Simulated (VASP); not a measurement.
Input of a VASP 6.6.1 run:

Contents of INCAR:

```
SYSTEM = Li2ZrP2
PREC = Accurate ; ENCUT = 600
EDIFF = 1E-7 ; ISMEAR = 0
SIGMA = 0.1 ; LREAL = .FALSE.
LASPH = .TRUE. ; NELM = 80
ALGO = Normal ; ISIF = 3
LWAVE = .FALSE. ; LCHARG = .FALSE.
GGA = PE ; IBRION = 2
NSW = 90 ; EDIFFG = -0.04
```

KPOINTS

```
Automatic mesh
0
G
  6 6 6
  0 0 0
```

File POSCAR:

```
Li2ZrP2
1.0
   -1.8128659926      1.8128659926      5.8652075130
    1.8128659926     -1.8128659926      5.8652075130
    1.8128659926      1.8128659926     -5.8652075130
Li Zr P
2 1 2
Direct
    0.7500000000      0.2500000000      0.5000000000
    0.2500000000      0.7500000000      0.5000000000
    0.0000000000      0.0000000000      0.0000000000
    0.3570000000      0.3570000000      0.0000000000
    0.6430000000      0.6430000000      0.0000000000
```

Potentials or basis: VASP PAW PBE potentials, release 64 (Li_sv, Zr_sv, P).

Command:

```bash
$ cat potpaw_PBE.64/Li_sv/POTCAR potpaw_PBE.64/Zr_sv/POTCAR potpaw_PBE.64/P/POTCAR > POTCAR
$ mpirun -np 1 vasp_std > vasp.out
```

(1) What does it give for the band gap on the k mesh?

(2) Predict the space group after relaxing (to 0.1 Å).

(3) Estimate the relaxed volume.

## Answers

(1) zero (bands 14 and 15 overlap by 0.95 eV).

(2) I4/mmm (No. 139).

(3) 14.78 Å³/atom.

Caveat: the cutoff is under 1.25 times the usual one of these potentials, so pressure, stress and relaxed cells hold a basis-set (Pulay) error.
